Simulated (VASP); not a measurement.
# CoO (Fm-3m) in VASP: further runs, part 2 of 2

VASP 6.6.1. The steps go on from the part before.

## 4. Relaxation of cell and atoms, RPBE, collinear spin, ferromagnetic start

This run uses another cell than the first one, of 9.68 Å³/atom, 0.985 times its volume.

Contents of INCAR:

```
ALGO = Normal
EDIFF = 1E-7
EDIFFG = -0.01
ENCUT = 600
GGA = RP
IBRION = 2
ISIF = 3
ISMEAR = -1
ISPIN = 2
LASPH = True
LCHARG = False
LMAXMIX = 4
LORBIT = 11
LREAL = False
LWAVE = False
MAGMOM = 2 0
NELM = 150
NSW = 60
PREC = Accurate
SIGMA = 0.05
```

Contents of KPOINTS:

```
k-points
0
Gamma
  11 11 11
```

Contents of POSCAR:

```
CoO
1.0
    0.0000000000      2.1315000000      2.1315000000
    2.1315000000      0.0000000000      2.1315000000
    2.1315000000      2.1315000000      0.0000000000
Co O
1 1
Direct
    0.0000000000      0.0000000000      0.0000000000
    0.5000000000      0.5000000000      0.5000000000
```

Potentials or basis: VASP PAW PBE potentials, release 64 (Co, O).

Launch:

```
> cat potpaw_PBE.64/Co/POTCAR potpaw_PBE.64/O/POTCAR > POTCAR
> mpirun -np 1 vasp_std > vasp.out
```

OUTCAR:

```text
EDIFF = 1E-7
   EDIFFG = -0.01
   ENCUT = 600
   GGA = RP
   IBRION = 2
   ISIF = 3
   ISMEAR = -1
   ISPIN = 2
   LASPH = True
   LORBIT = 11
   LREAL = False
   NELM = 150
   NSW = 60
   PREC = Accurate

 ion  position               nearest neighbor table
   1  0.000  0.000  0.000-   2 2.13   2 2.13   2 2.13   2 2.13   2 2.13   2 2.13
   2  0.500  0.500  0.500-   1 2.13   1 2.13   1 2.13   1 2.13   1 2.13   1 2.13

  LATTYP: Found a face centered cubic cell.
 ALAT       =     4.2630000000

  Lattice vectors:

 A1 = (   0.0000000000,   2.1315000000,   2.1315000000)
 A2 = (   2.1315000000,   0.0000000000,   2.1315000000)
 A3 = (   2.1315000000,   2.1315000000,   0.0000000000)

Analysis of symmetry for initial positions (statically):
=====================================================================
 Subroutine PRICEL returns:
 Original cell was already a primitive cell.

 Routine SETGRP: Setting up the symmetry group for a
 face centered cubic supercell.
[... 623 lines left out ...]
      5       4.9336      1.00000
      6       4.9515      1.00000
      7       5.6982      1.00000
      8       5.7759      1.00000
      9       7.3734      0.99903
     10      12.3274      0.00000
     11      19.2598      0.00000
     12      20.2475      0.00000

 [... further k-points ...]

 spin component 2

 k-point     1 :       0.0000    0.0000    0.0000
  band No.  band energies     occupation
      1     -11.7954      1.00000
      2       5.3143      1.00000
      3       5.3143      1.00000
      4       5.3143      1.00000
      5       6.6823      1.00000
      6       6.6824      1.00000
      7       6.6825      1.00000
      8       7.9143      0.02027
      9       7.9146      0.02015
     10       9.1986      0.00000
     11      24.4258      0.00000
     12      26.1704      0.00000
[... 374 lines left out ...]
  FREE ENERGIE OF THE ION-ELECTRON SYSTEM (eV)
  ---------------------------------------------------
  free  energy   TOTEN  =       -12.2129097664 eV

  energy  without entropy=      -12.1781868823  energy(sigma->0) =      -12.19554832

 reached required accuracy - stopping structural energy minimisation

 total charge

# of ion       s       p       d       tot
------------------------------------------
    1        0.287   0.339   7.119   7.745
    2        1.558   3.426   0.000   4.984
--------------------------------------------------
tot          1.844   3.766   7.119  12.729

 magnetization (x)

# of ion       s       p       d       tot
------------------------------------------
    1        0.020   0.016   2.570   2.606
    2        0.028   0.281   0.000   0.309
--------------------------------------------------
tot          0.047   0.297   2.570   2.915
```

OSZICAR:

```text
N       E                     dE             d eps       ncg     rms          rms(c)
DAV:   1     0.966689986517E+02    0.96669E+02   -0.79019E+03  2704   0.160E+03
DAV:   2    -0.681271690680E+01   -0.10348E+03   -0.91796E+02  2796   0.302E+02
DAV:   3    -0.144328528572E+02   -0.76201E+01   -0.72924E+01  3104   0.940E+01
[... 33 lines left out ...]
DAV:   6    -0.122129101160E+02   -0.24970E-05   -0.11276E-05  3340   0.531E-02    0.117E-02
DAV:   7    -0.122129096932E+02    0.42275E-06   -0.85677E-07  3404   0.224E-02    0.743E-03
DAV:   8    -0.122129098976E+02   -0.20440E-06   -0.72965E-07  3008   0.141E-02    0.451E-03
DAV:   9    -0.122129097569E+02    0.14068E-06   -0.27727E-07  1520   0.115E-02    0.763E-04
DAV:  10    -0.122129097664E+02   -0.94926E-08   -0.44376E-08  1344   0.240E-03
   3 F= -.12212910E+02 E0= -.12195548E+02  d E =-.452578E-02  mag=     2.9624
```

It took 28 s on 1 thread of Intel Xeon 6975P-C (Granite Rapids), shared host; peak memory 0.17 GiB.

Results:

| Quantity | Value |
| --- | --- |
| Free energy | -12.2129 eV |
| Relaxed volume | 9.89 Å³/atom |
| Relaxed cell | a = 3.036 Å, b = 3.036 Å, c = 3.036 Å, α = 60.00°, β = 60.00°, γ = 60.00° |
| Space group after relaxing (to 0.05 Å) | Fm-3m (No. 225) |
| Energy gained by relaxing | 2.3 meV/atom |
| Ionic steps | 3 |
| Pressure after relaxing | 0.0 GPa |
| Band gap on the k mesh | zero (filled and empty bands overlap) |
| Net moment | 2.96 μB per cell |
| Site moments | Co +2.61; O +0.31 μB |
| Valence electrons inside the program's atomic spheres | Co 7.75; O 4.98 |

The path:
| step | energy change (eV) | largest force (eV/Å) | pressure (GPa) | volume (Å³) |
| --- | --- | --- | --- | --- |
| 1 | 0.0000 | 0.0000 | 3.53 | 19.37 |
| 2 | -0.0037 | 0.0000 | -1.47 | 19.97 |
| 3 | -0.0045 | 0.0000 | 0.01 | 19.79 |

Final structure:
```cif
data_structure
_symmetry_space_group_name_H-M 'P 1'
_symmetry_Int_Tables_number 1
_cell_length_a 3.0359
_cell_length_b 3.0359
_cell_length_c 3.0359
_cell_angle_alpha 60.000
_cell_angle_beta 60.000
_cell_angle_gamma 60.000
_cell_volume 19.79
loop_
_atom_site_label
_atom_site_type_symbol
_atom_site_fract_x
_atom_site_fract_y
_atom_site_fract_z
_atom_site_occupancy
Co1 Co 0.00000 0.00000 0.00000 1
O1 O 0.50000 0.50000 0.50000 1
```

Caveat: the PAW data sets were made with another functional, which shifts forces and pressure a little; a cell with one magnetic atom can't hold antiferromagnetic order, which such compounds often take; semilocal functionals often make such compounds metallic where correlation or magnetic order opens a gap, which also shifts bond lengths. With open d or f shells a metallic result of RPBE can be an artefact of self-interaction; +U or a hybrid may open a gap.

## 5. Relaxation of cell and atoms, revPBE, collinear spin, ferromagnetic start

This run uses another cell than the first one, of 9.68 Å³/atom, 0.985 times its volume.

Contents of INCAR:

```
SYSTEM = CoO
PREC = Accurate
ENCUT = 600
EDIFF = 1E-6
ISMEAR = -1
SIGMA = 0.05
LREAL = .False.
LASPH = .True.
NELM = 150
ALGO = Normal
ISIF = 3
LWAVE = .False.
LCHARG = .False.
ISPIN = 2
MAGMOM = 2 0
LORBIT = 11
LMAXMIX = 4
GGA = RE
IBRION = 2
NSW = 60
EDIFFG = -0.01
```

Contents of KPOINTS:

```
regular mesh
0
Gamma
  11 11 11
  0 0 0
```

POSCAR is that of step 4.

Launch:

```
> cat potpaw_PBE.64/Co/POTCAR potpaw_PBE.64/O/POTCAR > POTCAR
> mpirun -np 1 vasp_std > vasp.out
```

It took 24 s on 1 thread of Intel Xeon 6975P-C (Granite Rapids), shared host; peak memory 0.16 GiB.

The run converged. Its results:

| Property | Result |
| --- | --- |
| Free energy | -12.3401 eV |
| Relaxed volume | 9.79 Å³/atom |
| Relaxed cell | a = 3.026 Å, b = 3.026 Å, c = 3.026 Å, α = 60.00°, β = 60.00°, γ = 60.00° |
| Space group after relaxing (to 0.05 Å) | Fm-3m (No. 225) |
| Energy gained by relaxing | 0.6 meV/atom |
| Ionic steps | 3 |
| Pressure after relaxing | 0.0 GPa |
| Net moment | 2.94 μB per cell |
| Site moments | Co +2.59; O +0.30 μB |
| Valence electrons inside the program's atomic spheres | Co 7.76; O 4.98 |

Step by step:
| step | energy change (eV) | largest force (eV/Å) | pressure (GPa) | volume (Å³) |
| --- | --- | --- | --- | --- |
| 1 | 0.0000 | 0.0000 | 1.93 | 19.37 |
| 2 | -0.0010 | 0.0000 | -1.02 | 19.70 |
| 3 | -0.0013 | 0.0000 | -0.02 | 19.58 |

Final structure:
```
CELL_PARAMETERS angstrom
0.00000 2.13942 2.13942
2.13942 0.00000 2.13942
2.13942 2.13942 0.00000
ATOMIC_POSITIONS crystal
Co 0.00000 0.00000 0.00000
O 0.50000 0.50000 0.50000
```

Levels at points of the mesh, in eV from the Fermi level:
Spin up:
| k point | band 6 | band 7 | band 8 | band 9 | band 10 | band 11 | band 12 |
| --- | --- | --- | --- | --- | --- | --- | --- |
| (0.00, 0.00, 0.00) | -3.07 | -3.04 | -3.04 | -3.04 | 0.98 | 16.89 | 18.08 |
Spin down:
```csv
k point,band 2,band 3,band 4,band 5,band 6,band 7,band 8,band 9,band 10,band 11
"(0.00, 0.00, 0.00)",-2.46,-2.46,-2.46,-1.06,-1.06,-1.06,0.16,0.16,1.51,16.73
```

Caveat: the PAW data sets were made with another functional, which shifts forces and pressure a little; a cell with one magnetic atom can't hold antiferromagnetic order, which such compounds often take; semilocal functionals often make such compounds metallic where correlation or magnetic order opens a gap, which also shifts bond lengths. With open d or f shells a metallic result of revPBE can be an artefact of self-interaction; +U or a hybrid may open a gap.

## 6. Single point, revPBE, collinear spin, ferromagnetic start

This run uses another cell than the first one, of 9.68 Å³/atom, 0.985 times its volume.

Contents of INCAR:

```
SYSTEM = CoO
ALGO     = Normal         ! electronic algorithm
EDIFF    = 1E-6           ! SCF threshold, eV
ENCUT    = 600            ! plane-wave cutoff, eV
GGA      = RE             ! functional
GGA_COMPAT= .False.      
ISIF     = 2              ! what is computed and relaxed
ISMEAR   = -1             ! smearing method
ISPIN    = 2              ! spin polarisation
LASPH    = .True.         ! aspherical terms in the spheres
LCHARG   = .False.        ! write CHGCAR
LMAXMIX  = 4              ! l up to which the mixer works
LORBIT   = 11             ! projections on sites
LREAL    = .False.        ! projectors in reciprocal space
LWAVE    = .False.        ! write WAVECAR
MAGMOM   = 2 0            ! initial moments
NBANDS   = 22             ! bands
NELM     = 200            ! most SCF steps
PREC     = Accurate       ! precision mode
SIGMA    = 0.05           ! smearing width, eV
```

Contents of KPOINTS:

```
k-points
0
Gamma
  11 11 11
  0 0 0
```

POSCAR is that of step 5.

Potentials or basis: VASP PAW PBE potentials, release 64 (Co_sv, O).

Launch:

```
> cat potpaw_PBE.64/Co_sv/POTCAR potpaw_PBE.64/O/POTCAR > POTCAR
> mpirun -np 1 vasp_std > vasp.out
```

It took 29 s on 1 thread of Intel Xeon Platinum 8488C (Sapphire Rapids), shared host; peak memory 0.17 GiB.

It converged, with:

| Property | Result |
| --- | --- |
| Free energy | -12.4132 eV |
| Pressure | 0.0 GPa |
| Net moment | 2.94 μB per cell |
| Site moments | Co +2.54; O +0.30 μB |
| Valence electrons inside the program's atomic spheres | Co 14.87; O 4.99 |

Levels at points of the mesh, in eV from the Fermi level:
Spin up:
```csv
k point,band 9,band 10,band 11,band 12,band 13,band 14,band 15,band 16,band 17,band 18
"(0.00, 0.00, 0.00)",-3.15,-3.15,-3.11,-3.11,-3.11,0.94,16.80,18.03,18.03,18.03
```
Spin down:
| k point | band 8 | band 9 | band 10 | band 11 | band 12 | band 13 |
| --- | --- | --- | --- | --- | --- | --- |
| (0.00, 0.00, 0.00) | -2.59 | -1.09 | -1.09 | -1.09 | 0.16 | 0.16 |

Caveat: the PAW data sets were made with another functional, which shifts forces and pressure a little; a cell with one magnetic atom can't hold antiferromagnetic order, which such compounds often take; semilocal functionals often make such compounds metallic where correlation or magnetic order opens a gap, which also shifts bond lengths. With open d or f shells a metallic result of revPBE can be an artefact of self-interaction; +U or a hybrid may open a gap.

## 7. Summary

```tsv
task	level	potentials or basis	cell	cutoff (eV)	second run	gap on the mesh (eV)	pressure (GPa)	moment (μB)	relaxed volume (Å³/atom)
single point	revPBE	VASP PAW PBE potentials, release 64 (Co, O)	a = 3.030 Å, angles 60.0°, 2 atoms	520	-	none	-0.4	2.95	-
relaxation of cell and atoms	PBEsol	VASP PAW PBE potentials, release 64 (Co, O)	relaxed from a = 3.014 Å, angles 60.0°, 2 atoms	600	-	none	0.0	2.75	9.03
relaxation of cell and atoms	RPBE	VASP PAW PBE potentials, release 64 (Co, O)	relaxed from a = 3.014 Å, angles 60.0°, 2 atoms	600	-	none	0.0	2.96	9.89
relaxation of cell and atoms	revPBE	VASP PAW PBE potentials, release 64 (Co, O)	relaxed from a = 3.014 Å, angles 60.0°, 2 atoms	600	-	none	0.0	2.94	9.79
single point	revPBE	VASP PAW PBE potentials, release 64 (Co_sv, O)	a = 3.014 Å, angles 60.0°, 2 atoms	600	valence_matched	none	0.0	2.94	-
```

Alike in all rows: spin collinear, ferromagnetic start; k mesh 11 × 11 × 11; smearing fermi-dirac 0.05 eV.

Caveats: the PAW data sets were made with another functional, which shifts forces and pressure a little; a cell with one magnetic atom can't hold antiferromagnetic order, which such compounds often take; semilocal functionals often make such compounds metallic where correlation or magnetic order opens a gap, which also shifts bond lengths.

Total energies depend on the potentials used, so only differences within one code and one set of settings carry meaning.
